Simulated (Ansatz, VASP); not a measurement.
## LiF: VASP beside Ansatz

```
Li F
1.0
     0.00000    1.99487    1.99487
     1.99487    0.00000    1.99487
     1.99487    1.99487    0.00000
Li F
1 1
Cartesian
  0.0000 0.0000 0.0000
  1.9949 1.9949 1.9949
```

Alike in both runs: task single point; functional PBE; k mesh 8 × 8 × 8; no spin polarisation.

```csv
,VASP,Ansatz
version,VASP 6.6.1,Ansatz 0.2.0
potentials or method,"VASP PAW PBE potentials, release 64 (Li_sv, F)","plane waves, PAW"
plane-wave cutoff (eV),520,420
occupations,"gaussian, width 0.01 eV",fixed
valence electrons in the cell,10,10
```

|  | VASP | Ansatz | Ansatz less VASP |
| --- | --- | --- | --- |
| gap on the k mesh at the Fermi level (eV) | 9.35 | 9.35 | -0.004 |

Noted on VASP's run: the cutoff is under 1.25 times that of the potentials, so the pressure is a little rough.
